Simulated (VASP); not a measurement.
Input of a VASP 6.6.1 run:

File POSCAR:

```
WSe2
1.0
    3.3143636123      0.0000000000      0.0000000000
   -1.6571818062      2.8703230856      0.0000000000
    0.0000000000      0.0000000000     16.6586762063
W Se
1 2
Direct
    0.0000000000      0.0000000000      0.0000000000
    0.2288154825      0.4576309651      0.0997031682
    0.3333333333      0.6666666667      0.9002968318
```

Contents of INCAR.step1:

```
ALGO = Normal
EDIFF = 1E-4
ENCUT = 520
GGA = PE
ISMEAR = 0
LASPH = True
LCHARG = False
LREAL = False
LWAVE = True
NBANDS = 20
NELM = 100
PREC = Accurate
SIGMA = 0.05
```

The input INCAR.step2:

```
ALGO = Normal
EDIFF = 1E-6
ENCUT = 520
ISIF = 2
ISMEAR = 0
ISTART = 1
LASPH = True
LCHARG = False
LMIXTAU = True
LREAL = False
LWAVE = False
METAGGA = R2SCAN
NBANDS = 20
NELM = 100
PREC = Accurate
SIGMA = 0.05
```

Contents of KPOINTS:

```
k-points
0
Gamma
  12 12 2
```

Potentials or basis: VASP PAW PBE potentials, release 64 (W_sv, Se).

Launch:

```console
$ cat potpaw_PBE.64/W_sv/POTCAR potpaw_PBE.64/Se/POTCAR > POTCAR
$ cp INCAR.step1 INCAR
$ mpirun -np 1 vasp_std > vasp.out
$ cp INCAR.step2 INCAR
$ mpirun -np 1 vasp_std > vasp.out
```

**Question.** What does it give for the band gap on the k mesh?

**Answer.** 0.89 eV (least direct gap 1.42 eV).

**Question.** Estimate the largest force.

**Answer.** 8.958 eV/Å.

Forces on the atoms (eV/Å):
```
W    0.000 -6.695 -5.450
Se   0.000  6.986  5.607
Se   0.000 -0.291 -0.157
```

Caveat: the cell differs from its parent crystal (atom 2 (Se) moved by (+0.000, -0.600) A along x and y); there is no dipole correction, which matters where the two faces differ; the PAW data sets were made with another functional, which shifts forces and pressure a little; spin-orbit coupling is left out, which moves the levels of the heavy elements.
